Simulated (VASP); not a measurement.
Here is a VASP 6.6.1 calculation.

The input INCAR:

```
SYSTEM = Ta12HCN13
  PREC = Accurate
  ENCUT = 520
  EDIFF = 1E-6
  ISMEAR = 0
  SIGMA = 0.1
  LREAL = Auto
  LASPH = .True.
  NELM = 80
  ALGO = Normal
  ISIF = 2
  LWAVE = .False.
  LCHARG = .True.
  LDIPOL = .True.
  IDIPOL = 3
  DIPOL = 0.5 0.5 0.440
  GGA = PE
  IVDW = 12
  LELF = .True.
  LVHAR = .True.
  LVACPOTAV = .True.
  NBANDS = 120
```

Contents of KPOINTS:

```
regular mesh
0
Gamma
  3 3 1
  0 0 0
```

POSCAR

```
Ta12HCN13
1.0
    6.2014901195      0.0000000000      0.0000000000
    0.0000000000      6.2014901195      0.0000000000
    0.0000000000      0.0000000000     24.6007157170
Ta N C H
12 13 1 1
Direct
    0.5000000000      0.5000000000      0.3251937908
    0.5000000000      0.0000000000      0.3251937908
    0.0000000000      0.5000000000      0.3251937908
    0.0000000000      0.0000000000      0.3251937908
    0.7500000000      0.7250056399      0.4137967753
    0.7500000000      0.2749943601      0.4137967753
    0.2500000000      0.7762999938      0.4141027212
    0.2500000000      0.2237000062      0.4141027212
    0.0049878765      0.0000000000      0.4971339124
   -0.0095768702      0.5000000000      0.4965982189
    0.4950121235      0.0000000000      0.4971339124
    0.5095768702      0.5000000000      0.4965982189
    0.2500000000      0.2500000000      0.3251937908
    0.2500000000      0.7500000000      0.3251937908
    0.7500000000      0.2500000000      0.3251937908
    0.7500000000      0.7500000000      0.3251937908
    0.4674932695      0.5000000000      0.4113269017
    0.5316421038      0.0000000000      0.4118000353
    0.0325067305      0.5000000000      0.4113269017
   -0.0316421038      0.0000000000      0.4118000353
    0.7500000000      0.7519712479      0.5109192390
    0.7500000000      0.2480287521      0.5109192390
    0.2500000000      0.7475222918      0.5100750442
    0.2500000000      0.2524777082      0.5100750442
    0.2500000000      0.5000000000      0.6971458114
    0.2500000000      0.5000000000      0.6500657200
    0.2500000000      0.5000000000      0.6062384232
```

Potentials or basis: VASP PAW PBE potentials, release 64 (Ta_pv, N, C, H).

Run with:

```bash
$ cat potpaw_PBE.64/Ta_pv/POTCAR potpaw_PBE.64/N/POTCAR potpaw_PBE.64/C/POTCAR potpaw_PBE.64/H/POTCAR > POTCAR
$ mpirun -np 1 vasp_std > vasp.out
```

Q: Estimate the largest force.

A: 1.368 eV/Å.

Q: Estimate the dispersion energy per atom.

A: -0.282 eV.

Q: Predict the band gap on the k mesh.

A: Zero (bands 101 and 102 overlap by 0.42 eV).

Forces on the atoms (eV/Å):
```
Ta   0.412  0.000  1.304
Ta  -0.377  0.000  1.266
Ta  -0.412  0.000  1.304
Ta   0.377  0.000  1.266
Ta   0.000 -0.049  0.029
Ta   0.000  0.049  0.029
Ta   0.000  0.040 -0.013
Ta   0.000 -0.040 -0.013
Ta   0.026  0.000  0.037
Ta   0.023  0.000  0.058
Ta  -0.026  0.000  0.037
Ta  -0.023  0.000  0.058
N    0.000 -0.007 -1.336
N    0.000  0.007 -1.336
N    0.000 -0.011 -1.343
N    0.000  0.011 -1.343
N    0.001  0.000  0.003
N    0.020  0.000 -0.030
N   -0.001  0.000  0.003
N   -0.020  0.000 -0.030
N    0.000  0.011 -0.006
N    0.000 -0.011 -0.006
N    0.000 -0.018  0.027
N    0.000  0.018  0.027
N    0.000  0.000  0.425
C    0.000  0.000 -0.443
H    0.000  0.000  0.026
```

Caveat: spin-orbit coupling is left out, which moves the levels of the heavy elements.
